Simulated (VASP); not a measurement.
Input of a VASP 6.6.1 run:

Contents of INCAR:

```
ALGO     = Normal         # electronic algorithm
EDIFF    = 1E-6           # SCF threshold, eV
EDIFFG   = -0.005         # ionic threshold
ENCUT    = 600            # plane-wave cutoff, eV
GGA      = PE             # functional
IBRION   = 2              # ionic algorithm
ISIF     = 3              # what is computed and relaxed
ISMEAR   = -1             # smearing method
LASPH    = T              # aspherical terms in the spheres
LCHARG   = F              # write CHGCAR
LREAL    = F              # projectors in reciprocal space
LWAVE    = F              # write WAVECAR
NELM     = 100            # most SCF steps
NSW      = 60             # ionic steps
PREC     = Accurate       # precision mode
PSTRESS  = 1900.0       
SIGMA    = 0.1            # smearing width, eV
```

The input KPOINTS:

```
k-points
0
Gamma
  18 18 18
```

The input POSCAR:

```
Te
1.0
   -1.5258127843      1.5258127843      1.5258127843
    1.5258127843     -1.5258127843      1.5258127843
    1.5258127843      1.5258127843     -1.5258127843
Te
1
Direct
    0.0000000000      0.0000000000      0.0000000000
```

Potentials or basis: VASP PAW PBE potentials, release 64 (Te).

Command:

```bash
$ cat potpaw_PBE.64/Te/POTCAR > POTCAR
$ mpirun -np 1 vasp_std > vasp.out
```

Q: Estimate the relaxed volume.

A: 14.29 Å³/atom.

Q: Predict the relaxed cell.

A: a = 2.648 Å, b = 2.648 Å, c = 2.648 Å, α = 109.47°, β = 109.47°, γ = 109.47°.

Q: Predict the space group after relaxing (to 0.1 Å).

A: Im-3m (No. 229).

The path:
| step | energy change (eV) | largest force (eV/Å) | pressure (GPa) | volume (Å³) |
| --- | --- | --- | --- | --- |
| 1 | 0.0000 | 0.0000 | 194.23 | 14.21 |
| 2 | -0.8615 | 0.0000 | 158.97 | 14.99 |
| 3 | -0.1047 | 0.0000 | 189.90 | 14.30 |
| 4 | -0.1022 | 0.0000 | 189.99 | 14.29 |

Caveat: the cell is relaxed towards a set pressure, so the run minimises the enthalpy, not the energy.
